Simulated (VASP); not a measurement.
# SnCl (Pmmm) in VASP: notebook, part 2 of 2

VASP 6.6.1. The steps go on from the part before.

### 5 Relaxation of cell and atoms, PBE

INCAR

```
SYSTEM = SnCl
ALGO = Normal
EDIFF = 1E-7
EDIFFG = -0.04
ENCUT = 600
GGA = PE
IBRION = 2
ISIF = 3
ISMEAR = 0
LASPH = .True.
LCHARG = .False.
LREAL = .False.
LWAVE = .False.
NELM = 60
NSW = 90
PREC = Accurate
SIGMA = 0.1
```

KPOINTS

```
k-points
0
Gamma
  6 6 4
  0 0 0
```

POSCAR

```
SnCl
1.0
    3.3472166842      0.0000000000      0.0000000000
    0.0000000000      3.6436535669      0.0000000000
    0.0000000000      0.0000000000      4.6361666317
Sn Cl
1 1
Direct
    0.5000000000      0.5000000000      0.0000000000
    0.5000000000      0.0000000000      0.5000000000
```

Command:

```console
> cat potpaw_PBE.64/Sn_d/POTCAR potpaw_PBE.64/Cl/POTCAR > POTCAR
> mpirun -np 1 vasp_std > vasp.out
```

Wall time 2.6 min (1 thread of Intel Xeon 6975P-C (Granite Rapids), shared host); peak memory 0.23 GiB.

Results (log left out):

```
Free energy                            : -6.6006 eV
Relaxed volume                         : 27.95 Å³/atom
Relaxed cell                           : a = 3.375 Å, b = 3.467 Å, c = 4.778 Å, α = 90.00°, β = 90.00°, γ = 90.00°
Space group after relaxing (to 0.05 Å) : Pmmm (No. 47)
Energy gained by relaxing              : 6.6 meV/atom
Ionic steps                            : 11
Pressure after relaxing                : 0.0 GPa
```

Stress tensor (GPa, compression positive):
```
-0.19  0.00  0.00
 0.00  0.10  0.00
 0.00  0.00  0.09
```

The path:
```csv
step,energy change (eV),largest force (eV/Å),pressure (GPa),volume (Å³)
1,0.0000,0.0000,0.18,56.54
2,-0.0042,0.0000,0.08,56.81
3,-0.0054,0.0000,0.01,57.04
4,-0.0072,0.0000,-0.20,57.15
5,-0.0092,0.0000,-0.79,57.47
6,-0.0093,0.0000,-0.64,57.38
7,-0.0103,0.0000,-0.58,57.20
8,-0.0120,0.0000,-0.47,56.68
9,-0.0122,0.0000,-0.42,56.45
10,-0.0129,0.0000,-0.24,56.20
11,-0.0131,0.0000,0.00,55.91
```

Final structure:
```cif
data_structure
_symmetry_space_group_name_H-M 'P 1'
_symmetry_Int_Tables_number 1
_cell_length_a 3.3752
_cell_length_b 3.4671
_cell_length_c 4.7776
_cell_angle_alpha 90.000
_cell_angle_beta 90.000
_cell_angle_gamma 90.000
_cell_volume 55.91
loop_
_atom_site_label
_atom_site_type_symbol
_atom_site_fract_x
_atom_site_fract_y
_atom_site_fract_z
_atom_site_occupancy
Sn1 Sn 0.50000 0.50000 0.00000 1
Cl1 Cl 0.50000 0.00000 0.50000 1
```

Levels at points of the mesh, in eV from the Fermi level:
```csv
k point,band 9,band 10,band 11,band 12,band 13,band 14
"(0.00, 0.00, 0.00)",-3.02,-2.31,3.80,4.84,5.01,5.23
"(0.50, 0.00, 0.00)",-4.81,-2.72,-1.30,5.19,5.30,6.39
"(0.00, 0.50, 0.00)",-2.93,-2.07,-1.97,0.54,5.84,8.14
"(0.50, 0.50, 0.00)",-3.73,-1.74,-1.31,-0.50,1.92,5.04
"(0.00, 0.00, 0.50)",-2.19,-1.99,0.49,3.59,4.51,7.22
"(0.50, 0.00, 0.50)",-2.64,-2.53,-1.08,2.17,5.01,7.14
"(0.00, 0.50, 0.50)",-5.66,-1.96,0.99,3.89,6.25,7.45
"(0.50, 0.50, 0.50)",-4.66,-3.96,-0.99,2.25,3.51,4.43
```

Caveat: spin-orbit coupling is left out, which moves the levels of the heavy elements; an odd number of electrons without spin polarisation forces a metal; a magnetic or distorted state may lie lower.

### 6 Relaxation of cell and atoms, PBE

This run uses another cell than the first one, of 31.10 Å³/atom, 1.100 times its volume.

INCAR

```
PREC = Accurate
ENCUT = 600
EDIFF = 1E-6
ISMEAR = 0
SIGMA = 0.1
LREAL = False
LASPH = True
NELM = 80
ALGO = Normal
ISIF = 3
LWAVE = False
LCHARG = False
GGA = PE
IBRION = 2
NSW = 90
EDIFFG = -0.04
```

KPOINTS

```
Automatic mesh
0
Gamma
  8 4 4
```

POSCAR

```
SnCl
1.0
    2.3890463600      0.0000000000      0.0000000000
    0.0000000000      4.4443200500      0.0000000000
    0.0000000000      0.0000000000      5.8585704000
Sn Cl
1 1
Direct
    0.5000000000      0.5000000000      0.0000000000
    0.5000000000      0.0000000000      0.5000000000
```

Potentials or basis: VASP PAW PBE potentials, release 64 (Sn_d, Cl).

Command:

```console
> cat potpaw_PBE.64/Sn_d/POTCAR potpaw_PBE.64/Cl/POTCAR > POTCAR
> mpirun -np 1 vasp_std > vasp.out
```

It took 5.5 min on 1 thread of Intel Xeon 6975P-C (Granite Rapids), shared host; peak memory 0.22 GiB.

Results (log left out):

```
Free energy                            : -6.6845 eV
Relaxed volume                         : 28.15 Å³/atom
Relaxed cell                           : a = 3.341 Å, b = 3.633 Å, c = 4.638 Å, α = 90.00°, β = 90.00°, γ = 90.00°
Space group after relaxing (to 0.05 Å) : Pmmm (No. 47)
Energy gained by relaxing              : 1218.9 meV/atom
Ionic steps                            : 25
Pressure after relaxing                : 0.1 GPa
```

Stress tensor (GPa, compression positive):
```
-0.04  0.00  0.00
 0.00  0.06  0.00
 0.00  0.00  0.13
```

The path:
| step | energy change (eV) | largest force (eV/Å) | pressure (GPa) | volume (Å³) |
| --- | --- | --- | --- | --- |
| 1 | 0.0000 | 0.0000 | 8.78 | 62.20 |
| 2 | -0.9851 | 0.0000 | -2.20 | 77.71 |
| 3 | -1.0668 | 0.0000 | -4.27 | 84.09 |
| 4 | -1.8798 | 0.0000 | -5.49 | 74.96 |
| 5 | 3.0671 | 0.0000 | 57.94 | 43.81 |
| 6 | -2.1134 | 0.0000 | -5.15 | 71.45 |
| 7 | -2.2995 | 0.0000 | -1.21 | 63.30 |
| 8 | -2.3096 | 0.0000 | -3.03 | 65.79 |
| 9 | -2.3124 | 0.0000 | -2.78 | 65.39 |
| 10 | -2.4137 | 0.0000 | -0.45 | 58.75 |
| 11 | -2.4217 | 0.0000 | 0.51 | 56.91 |
| 12 | -2.4300 | 0.0000 | -0.03 | 56.90 |
| 13 | -2.4319 | 0.0000 | 0.10 | 56.91 |
| 14 | -2.4319 | 0.0000 | 0.10 | 56.91 |
| 15 | -2.4323 | 0.0000 | -0.02 | 57.10 |
| 16 | -2.4327 | 0.0000 | -0.44 | 57.66 |
| 17 | -2.4328 | 0.0000 | -0.48 | 57.67 |
| 18 | -2.4330 | 0.0000 | -0.50 | 57.71 |
| 19 | -2.4334 | 0.0000 | -0.58 | 57.78 |
| 20 | -2.4337 | 0.0000 | -0.76 | 57.93 |
| 21 | -2.4346 | 0.0000 | -0.71 | 57.76 |
| 22 | -2.4362 | 0.0000 | -0.50 | 57.24 |
| 23 | -2.4363 | 0.0000 | -0.42 | 57.02 |
| 24 | -2.4370 | 0.0000 | -0.31 | 56.84 |
| 25 | -2.4378 | 0.0000 | 0.05 | 56.30 |

Final structure:
```
Sn Cl
1.0
     3.34093    0.00000    0.00000
     0.00000    3.63336    0.00000
     0.00000    0.00000    4.63826
Sn Cl
1 1
Direct
  0.50000 0.50000 0.00000
  0.50000 0.00000 0.50000
```

Levels at points of the mesh, in eV from the Fermi level:
```tsv
k point	band 9	band 10	band 11	band 12	band 13	band 14
(0.00, 0.00, 0.00)	-3.85	-2.63	3.34	3.92	4.24	5.35
(0.50, 0.00, 0.00)	-5.01	-3.50	-1.46	4.90	5.19	5.50
(0.00, 0.50, 0.00)	-3.13	-2.37	-2.05	0.23	5.60	7.73
(0.50, 0.50, 0.00)	-4.12	-1.91	-1.79	-0.38	1.68	4.97
(0.00, 0.00, 0.50)	-2.51	-2.33	0.03	2.45	4.63	7.19
(0.50, 0.00, 0.50)	-3.25	-2.76	-1.32	1.79	3.92	6.69
(0.00, 0.50, 0.50)	-6.06	-2.35	1.13	3.49	6.09	7.37
(0.50, 0.50, 0.50)	-5.07	-4.48	-1.41	2.52	3.23	3.92
```

Caveat: spin-orbit coupling is left out, which moves the levels of the heavy elements; an odd number of electrons without spin polarisation forces a metal; a magnetic or distorted state may lie lower.

### 7 Overview

| task | cell | k mesh | cutoff (eV) | gap on the mesh (eV) | pressure (GPa) | relaxed volume (Å³/atom) |
| --- | --- | --- | --- | --- | --- | --- |
| single point | a = 3.347, b = 3.644, c = 4.636 Å, 2 atoms | 8 × 4 × 4 | 520 | none | -0.1 | - |
| single point | a = 3.386, b = 3.499, c = 4.755 Å, 2 atoms | 6 × 6 × 4 | 520 | none | -0.2 | - |
| single point | a = 2.389, b = 4.444, c = 5.859 Å, 2 atoms | 8 × 4 × 4 | 520 | none | 8.7 | - |
| relaxation of cell and atoms | relaxed from a = 3.347, b = 3.644, c = 4.636 Å, 2 atoms | 6 × 6 × 4 | 600 | none | 0.0 | 27.95 |
| relaxation of cell and atoms | relaxed from a = 2.389, b = 4.444, c = 5.859 Å, 2 atoms | 8 × 4 × 4 | 600 | none | 0.1 | 28.15 |

Alike in all rows: level PBE; potentials or basis VASP PAW PBE potentials, release 64 (Sn_d, Cl); no spin polarisation; smearing gaussian 0.1 eV.

Caveats: some runs use coarse meshes; spin-orbit coupling is left out, which moves the levels of the heavy elements; an odd number of electrons without spin polarisation forces a metal; a magnetic or distorted state may lie lower.

Absolute energies hang on the potentials; compare differences alone.
